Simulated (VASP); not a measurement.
Write the native input for VASP 6.6.1 that does the following.

```
Task                   : relaxation of cell and atoms
Functional             : PBE
Potentials or basis    : VASP PAW PBE potentials, release 64 (Si, As)
Cutoff                 : 600 eV
k mesh                 : 4 × 4 × 4
Occupations            : gaussian, width 0.1 eV
Spin                   : no spin polarisation
Dipole correction      : no
Further INCAR settings : ALGO = Normal; EDIFF = 1e-06; IBRION = 2; EDIFFG = -0.04; NSW = 90; ISIF = 3
```

The structure of SiAs5 lies in POSCAR:

```
SiAs5
1.0
    5.4163159300      0.0000000000      0.0000000000
    0.0000000000      5.4163159300      0.0000000000
    0.0000000000      0.0000000000      5.4163159300
Si As
1 5
Direct
    0.5000000000      0.5000000000      0.5000000000
    0.7274445700      0.7274445700      0.7274445700
    0.2725554300      0.2725554300      0.7274445700
    0.2725554300      0.7274445700      0.2725554300
    0.7274445700      0.2725554300      0.2725554300
    0.0000000000      0.0000000000      0.0000000000
```

One way to write it, as run:

INCAR

```
SYSTEM = SiAs5
  PREC = Accurate
  ENCUT = 600
  EDIFF = 1E-6
  ISMEAR = 0
  SIGMA = 0.1
  LREAL = .False.
  LASPH = .True.
  NELM = 100
  ALGO = Normal
  ISIF = 3
  LWAVE = .False.
  LCHARG = .False.
  GGA = PE
  IBRION = 2
  NSW = 90
  EDIFFG = -0.04
```

KPOINTS

```
regular mesh
0
Gamma
  4 4 4
  0 0 0
```

Potentials or basis: VASP PAW PBE potentials, release 64 (Si, As).

Command:

```console
$ cat potpaw_PBE.64/Si/POTCAR potpaw_PBE.64/As/POTCAR > POTCAR
$ mpirun -np 1 vasp_std > vasp.out
```

Results of the run:

- Relaxed volume: 28.23 Å³/atom
- Relaxed cell: a = 5.533 Å, b = 5.533 Å, c = 5.533 Å, α = 90.00°, β = 90.00°, γ = 90.00°
- Space group after relaxing (to 0.05 Å): P-43m (No. 215)
- Energy gained by relaxing: 158.7 meV/atom
- Ionic steps: 5
- Pressure after relaxing: 0.1 GPa
- Largest force after relaxing: 0.034 eV/Å

Wall time 68 s on 1 thread of Intel(R) Xeon(R) 6975P-C (Granite Rapids), on a shared host, peak memory 0.34 GiB.
